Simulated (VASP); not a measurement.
# HfPdCl3 (Pm-3m) in VASP: single point with r2SCAN

Aim: the single point of HfPdCl3 with r2SCAN.

All numbers are computed with VASP 6.6.1; they aren't measurements. Logs are shortened: lines on timing, memory, paths and dates and some standing lists are left out, and cuts for length are marked.

## 1. The cell of the first run

Symmetry: Pm-3m, No. 221, cubic system. Conventional cell: a = 4.728 Å, b = 4.728 Å, c = 4.728 Å, α = 90.00°, β = 90.00°, γ = 90.00°. Within 4.4 Å of Hf (site symmetry m-3m) lie 12 Cl at 3.34 Å and 8 Pd at 4.09 Å. Within 3.1 Å of Pd (site symmetry m-3m) lie 6 Cl at 2.36 Å. Cl (site symmetry 4/mmm) has 2 Pd at 2.36 Å within 3.1 Å.

## 2. Single point, r2SCAN

POSCAR reads:

```
HfPdCl3
1.0
    4.7281268631      0.0000000000      0.0000000000
    0.0000000000      4.7281268631      0.0000000000
    0.0000000000      0.0000000000      4.7281268631
Hf Pd Cl
1 1 3
Direct
    0.0000000000      0.0000000000      0.0000000000
    0.5000000000      0.5000000000      0.5000000000
    0.0000000000      0.5000000000      0.5000000000
    0.5000000000      0.0000000000      0.5000000000
    0.5000000000      0.5000000000      0.0000000000
```

INCAR.step1 reads:

```
SYSTEM = HfPdCl3
  PREC = Accurate
  ENCUT = 520
  ISMEAR = 0
  SIGMA = 0.1
  LREAL = .FALSE.
  LASPH = .TRUE.
  NELM = 100
  NBANDS = 28
  GGA = PE
  ALGO = Normal
  EDIFF = 1E-4
  LWAVE = .TRUE.
  LCHARG = .FALSE.
```

INCAR.step2 reads:

```
SYSTEM = HfPdCl3
  PREC = Accurate
  ENCUT = 520
  EDIFF = 1E-6
  ISMEAR = 0
  SIGMA = 0.1
  LREAL = .FALSE.
  LASPH = .TRUE.
  NELM = 100
  ALGO = Normal
  ISIF = 2
  LWAVE = .FALSE.
  LCHARG = .FALSE.
  METAGGA = R2SCAN
  LMIXTAU = .TRUE.
  NBANDS = 28
  ISTART = 1
```

KPOINTS reads:

```
regular mesh
0
G
  4 4 4
  0 0 0
```

Potentials or basis: VASP PAW PBE potentials, release 64 (Hf_pv, Pd, Cl).

On the command line:

```bash
cat potpaw_PBE.64/Hf_pv/POTCAR potpaw_PBE.64/Pd/POTCAR potpaw_PBE.64/Cl/POTCAR > POTCAR
cp INCAR.step1 INCAR
mpirun -np 1 vasp_std > vasp.out
cp INCAR.step2 INCAR
mpirun -np 1 vasp_std > vasp.out
```

OUTCAR:

```text
SYSTEM = HfPdCl3
   PREC = Accurate
   ENCUT = 520
   EDIFF = 1E-6
   ISMEAR = 0
   LREAL = .FALSE.
   LASPH = .TRUE.
   NELM = 100
   ISIF = 2
   METAGGA = R2SCAN
   ISTART = 1

 ion  position               nearest neighbor table
   1  0.000  0.000  0.000-
   2  0.500  0.500  0.500-   3 2.36   4 2.36   5 2.36   5 2.36   4 2.36   3 2.36
   3  0.000  0.500  0.500-   2 2.36   2 2.36
   4  0.500  0.000  0.500-   2 2.36   2 2.36
   5  0.500  0.500  0.000-   2 2.36   2 2.36

  LATTYP: Found a simple cubic cell.
 ALAT       =     4.7281268631

  Lattice vectors:

 A1 = (   4.7281268631,   0.0000000000,   0.0000000000)
 A2 = (   0.0000000000,   4.7281268631,   0.0000000000)
 A3 = (   0.0000000000,   0.0000000000,   4.7281268631)

Analysis of symmetry for initial positions (statically):
=====================================================================
 Subroutine PRICEL returns:
 Original cell was already a primitive cell.

 Routine SETGRP: Setting up the symmetry group for a
 simple cubic supercell.

 Subroutine GETGRP returns: Found 48 space group operations
 (whereof 48 operations were pure point group operations)
 out of a pool of 48 trial point group operations.

The static configuration has the point symmetry O_h .

Analysis of symmetry for dynamics (positions and initial velocities):
=====================================================================
 Subroutine PRICEL returns:
 Original cell was already a primitive cell.

 Routine SETGRP: Setting up the symmetry group for a
 simple cubic supercell.

 Subroutine GETGRP returns: Found 48 space group operations
 (whereof 48 operations were pure point group operations)
 out of a pool of 48 trial point group operations.

The dynamic configuration has the point symmetry O_h .

 Subroutine INISYM returns: Found 48 space group operations
 (whereof 48 operations are pure point group operations),
 and found     1 'primitive' translations

----------------------------------------------------------------------------------------

                                     Primitive cell

  volume of cell :     105.6981

  direct lattice vectors                    reciprocal lattice vectors
     4.728126863  0.000000000  0.000000000     0.211500247  0.000000000  0.000000000
     0.000000000  4.728126863  0.000000000     0.000000000  0.211500247  0.000000000
     0.000000000  0.000000000  4.728126863     0.000000000  0.000000000  0.211500247

  length of vectors
     4.728126863  4.728126863  4.728126863     0.211500247  0.211500247  0.211500247
[... 74 lines left out ...]
   EDIFFG = 0.1E-04   stopping-criterion for IOM
   NSW    =      0    number of steps for IOM
   IBRION =     -1    ionic relax: 0-MD 1-quasi-New 2-CG
   NFREE  =      0    steps in history (QN), initial steepest desc. (CG)
   ISIF   =      2    stress and relaxation
   ISYM   =      2    0-nonsym 1-usesym 2-fastsym
   POTIM  = 0.5000    time-step for ionic-motion
   TEBEG  =    0.0;   TEEND  =   0.0 temperature during run
   PSTRESS=    0.0 pullay stress
   NELECT =      41.0000    total number of electrons
   NUPDOWN=      -1.0000    fix difference up-down
   EMIN   =  10.00;   EMAX   =-10.00  energy-range for DOS
   EFERMI =   0.00;   METHOD = LEGACY
   ISMEAR =     0;   SIGMA  =   0.10  broadening in eV -4-tet -1-fermi 0-gaus
   EFERMI_NEDOS =   21; number of points for ismear=-14 and -15
   IALGO  =     38    algorithm
   IMIX   =      4    mixing-type and parameters
     AMIX     =   0.40;   BMIX     =  1.00
     AMIX_MAG =   1.60;   BMIX_MAG =  1.00
  volume/ion in A,a.u.               =      21.14       142.66
  Fermi-wavevector in a.u.,A,eV,Ry     =   1.193934  2.256208 19.394812  1.425478
  Thomas-Fermi vector in A             =   2.329936
   LORBIT       =      0    0 simple, 1 ext, 2 COOP (PROOUT), +10 PAW based schemes
   METAGGA = R2SCAN    functional components
   LHFCALC =     F    Hartree Fock is set to
   AEXX    =    0.0000 exact exchange contribution
   IVDW    =     0    specifies the selected vdW correction
   LEPSILON=     F    determine dielectric tensor
   LRPA    =     F    only Hartree local field effects (RPA)
 non-spin polarized calculation
 Gauss-broadening in eV      SIGMA  =   0.10
  energy-cutoff  :      520.00
  volume of cell :      105.70
 maximum number of plane-waves:      2897
 NGX is ok and might be reduce to    36
   NGX = 17   NGY = 17   NGZ = 17

 number of electron      40.9999987 magnetization

 Free energy of the ion-electron system (eV)
  ---------------------------------------------------
  ext. energy  EPLUGINS =         0.00000000
  ---------------------------------------------------
  free energy    TOTEN  =       -85.33078337 eV

  energy without entropy =      -85.29116646  energy(sigma->0) =      -85.31097492

 E-fermi :   5.9913     XC(G=0): -10.6724

 val. band max:        5.9537951593   @ k =   0.5000   0.2500   0.2500
 cond. band min:       6.0287439592   @ k =   0.5000   0.0000   0.0000
 fundamental gap:      0.0749487999
 Fermi energy:         5.9912556546

 k-point     1 :       0.0000    0.0000    0.0000
  band No.  band energies     occupation
      1     -28.8749      2.00000
      2     -28.8749      2.00000
      3     -28.8749      2.00000
      4     -12.7365      2.00000
      5     -11.6464      2.00000
      6     -11.6464      2.00000
[... 299 lines left out ...]
     27      12.3210      0.00000
     28      12.3210      0.00000

------------------------ aborting loop because EDIFF is reached ----------------------------------------

  FORCE on cell =-STRESS in cart. coord.  units (eV):
  Direction    XX          YY          ZZ          XY          YZ          ZX
  --------------------------------------------------------------------------------------
  -------------------------------------------------------------------------------------
  Total        2.4943702      2.4943702      2.4943702      0.0000000      0.0000000     -0.0000000
  in kB       37.8097785     37.8097785     37.8097785      0.0000000      0.0000000     -0.0000000
  external PRESSURE =      37.8097785 kB  Pullay stress =       0.0000000 kB

 VOLUME and BASIS-vectors are now :
 -----------------------------------------------------------------------------
  energy-cutoff  :      520.00
  volume of cell :      105.70
      direct lattice vectors                 reciprocal lattice vectors
     4.728126863  0.000000000  0.000000000     0.211500247  0.000000000  0.000000000
     0.000000000  4.728126863  0.000000000     0.000000000  0.211500247  0.000000000
     0.000000000  0.000000000  4.728126863     0.000000000  0.000000000  0.211500247

 POSITION                                       TOTAL-FORCE (eV/Angst)
 -----------------------------------------------------------------------------------
      0.00000      0.00000      0.00000         0.000000      0.000000      0.000000
      2.36406      2.36406      2.36406         0.000000      0.000000      0.000000
      0.00000      2.36406      2.36406         0.000000      0.000000      0.000000
      2.36406      0.00000      2.36406         0.000000      0.000000      0.000000
      2.36406      2.36406      0.00000         0.000000      0.000000      0.000000
 -----------------------------------------------------------------------------------
    total drift:                                0.000000      0.000000      0.000000

  FREE ENERGIE OF THE ION-ELECTRON SYSTEM (eV)
  ---------------------------------------------------
  free  energy   TOTEN  =       -85.3307833676 eV

  energy  without entropy=      -85.2911664646  energy(sigma->0) =      -85.31097492
```

OUTCAR.step1:

```text
SYSTEM = HfPdCl3
   PREC = Accurate
   ENCUT = 520
   ISMEAR = 0
   LREAL = .FALSE.
   LASPH = .TRUE.
   NELM = 100
[... 525 lines left out ...]
      0.00000      2.36406      2.36406         0.000000      0.000000      0.000000
      2.36406      0.00000      2.36406         0.000000      0.000000      0.000000
      2.36406      2.36406      0.00000         0.000000      0.000000      0.000000
 -----------------------------------------------------------------------------------
    total drift:                                0.000000      0.000000      0.000000

  FREE ENERGIE OF THE ION-ELECTRON SYSTEM (eV)
  ---------------------------------------------------
  free  energy   TOTEN  =       -19.2826398537 eV

  energy  without entropy=      -19.2501506864  energy(sigma->0) =      -19.26639527
```

OSZICAR.step1:

```text
N       E                     dE             d eps       ncg     rms          rms(c)
DAV:   1     0.256639023678E+03    0.25664E+03   -0.19892E+04   560   0.132E+03
DAV:   2    -0.429572333392E+01   -0.26093E+03   -0.25155E+03   692   0.292E+02
DAV:   3    -0.226243853434E+02   -0.18329E+02   -0.18110E+02   692   0.719E+01
DAV:   4    -0.229332407785E+02   -0.30886E+00   -0.30822E+00   660   0.107E+01
DAV:   5    -0.229386466997E+02   -0.54059E-02   -0.54047E-02   700   0.140E+00    0.251E+01
DAV:   6    -0.212054276871E+02    0.17332E+01   -0.33965E+01   588   0.135E+01    0.163E+01
DAV:   7    -0.205509557883E+02    0.65447E+00   -0.27781E+01   568   0.192E+01    0.161E+01
DAV:   8    -0.193250773780E+02    0.12259E+01   -0.36706E+00   628   0.768E+00    0.282E+00
DAV:   9    -0.192929769391E+02    0.32100E-01   -0.35337E-01   596   0.373E+00    0.214E+00
DAV:  10    -0.192928272088E+02    0.14973E-03   -0.16580E-01   628   0.158E+00    0.135E+00
DAV:  11    -0.192837268052E+02    0.91004E-02   -0.93759E-02   600   0.665E-01    0.452E-01
DAV:  12    -0.192834064698E+02    0.32034E-03   -0.15910E-02   600   0.272E-01    0.329E-01
DAV:  13    -0.192826541538E+02    0.75232E-03   -0.41530E-03   616   0.137E-01    0.536E-02
DAV:  14    -0.192826398537E+02    0.14300E-04   -0.18405E-04   432   0.451E-02
   1 F= -.19282640E+02 E0= -.19266395E+02  d E =-.324892E-01
```

Wall time 2.7 min (1 thread of Intel Xeon Platinum 8375C at 2.90GHz (Ice Lake), shared host); peak memory 0.23 GiB.

What came out:

```
Free energy : -85.3308 eV
Pressure    : 3.8 GPa
```

Caveat: the PAW data sets were made with another functional, which shifts forces and pressure a little; spin-orbit coupling is left out, which moves the levels of the heavy elements; an odd number of electrons without spin polarisation forces a metal; a magnetic or distorted state may lie lower.
